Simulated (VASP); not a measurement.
The system is Ge.

```
Ge
1.0
     1.93178   -4.61069    0.00000
     1.93178    4.61069    0.00000
     0.00000    0.00000    5.45667
Ge
4
Cartesian
  1.9318 0.0000 4.3086
  1.9318 0.0000 1.1481
  1.9318 1.6847 2.7283
  1.9318 -1.6847 2.7283
```

The cell was generated, and may not be a known phase.

```yaml
Program: VASP 6.6.1
Task: relaxation of cell and atoms
Functional: PBE
Potentials_or_basis: VASP PAW PBE potentials, release 64 (Ge_d)
Cutoff: 600 eV
k_mesh: 6 × 6 × 4
Occupations: gaussian, width 0.1 eV
Spin: no spin polarisation
```

At the start: pressure 13.3 GPa; volume 24.30 Å³/atom.

**Question.** How do energy, volume and symmetry change on relaxing?

**Answer.** Over 12 steps the energy falls by 224.5 meV/atom and the volume is 29.25 Å³/atom (+20.4 %); space group Cmmm (No. 65, to 0.1 Å) before and after.

Step by step:
```
step  energy change (eV)  largest force (eV/Å)  pressure (GPa)  volume (Å³)
   1              0.0000                1.4915           13.35        97.20
   2             -0.6589                1.2748           -2.37       128.30
   3             -0.8137                0.8774            0.61       116.14
   4             -0.8138                0.8842            0.37       116.74
   5             -0.8828                0.1214           -0.42       119.46
   6             -0.8838                0.0225           -0.46       119.83
   7             -0.8918                0.0264           -0.14       118.56
   8             -0.8936                0.0592            0.09       117.74
   9             -0.8937                0.0644            0.14       117.60
  10             -0.8963                0.0613           -0.04       117.58
  11             -0.8967                0.0846           -0.15       117.56
  12             -0.8982                0.0271           -0.05       116.99
```

Final structure:
```
Ge
1.0
     1.96760   -5.21893    0.00000
     1.96760    5.21893    0.00000
     0.00000    0.00000    5.69644
Ge
4
Direct
  0.50000 0.50000 0.79005
  0.50000 0.50000 0.20995
  0.32231 0.67769 0.50000
  0.67769 0.32231 0.50000
```

Caveat: the volume moved by over 15 % at a fixed basis, so the end points are rough.
